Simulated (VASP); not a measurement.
The system is SbAsSe4.

```xyz
6
Lattice="4.6327 0.0000 0.0000 0.0000 4.6327 0.0000 0.0000 0.0000 8.5110" Properties=species:S:1:pos:R:3 pbc="T T T"
Sb    0.0000    0.0000    0.0000
As    2.3163    2.3163    4.2555
Se    2.3163    2.3163    7.3240
Se    2.3163    2.3163    1.1869
Se    2.3163    0.0000    4.2555
Se    0.0000    2.3163    4.2555
```

| Quantity | Value |
| --- | --- |
| Program | VASP 6.6.1 |
| Task | relaxation of cell and atoms |
| Functional | r2SCAN |
| Dispersion | rVV10 |
| Potentials or basis | VASP PAW PBE potentials, release 64 (Sb, As, Se) |
| Cutoff | 600 eV |
| k mesh | 6 × 6 × 4 |
| Occupations | fermi-dirac, width 0.03 eV |
| Spin | no spin polarisation |

At the start: pressure 0.8 GPa; volume 30.44 Å³/atom.

Q: How do energy, volume and symmetry change on relaxing?

A: Over 10 steps the energy falls by 4.4 meV/atom and the volume is 31.93 Å³/atom (+4.9 %); space group P4/mmm (No. 123, to 0.1 Å) before and after.

The path:
```csv
step,energy change (eV),largest force (eV/Å),pressure (GPa),volume (Å³)
1,0.0000,0.1285,0.84,182.66
2,-0.0087,0.1094,-0.22,186.91
3,-0.0095,0.1132,0.01,185.91
4,-0.0123,0.0925,0.02,186.45
5,-0.0197,0.0157,0.05,188.07
6,-0.0243,0.2246,0.21,191.29
7,-0.0249,0.1589,0.16,190.46
8,-0.0263,0.0110,0.03,191.54
9,-0.0263,0.0110,0.03,191.54
10,-0.0263,0.0074,0.02,191.59
```

Final structure:
```yaml
crystal:
  lattice:
    - [4.65184, 0.00000, 0.00000]
    - [0.00000, 4.65184, 0.00000]
    - [0.00000, 0.00000, 8.85367]
  atoms:
    - { symbol: Sb, position: [0.00000, 0.00000, 0.00000] }
    - { symbol: As, position: [0.50000, 0.50000, 0.50000] }
    - { symbol: Se, position: [0.50000, 0.50000, 0.86703] }
    - { symbol: Se, position: [0.50000, 0.50000, 0.13297] }
    - { symbol: Se, position: [0.50000, 0.00000, 0.50000] }
    - { symbol: Se, position: [0.00000, 0.50000, 0.50000] }
```

Caveat: the PAW data sets were made with another functional, which shifts forces and pressure a little.
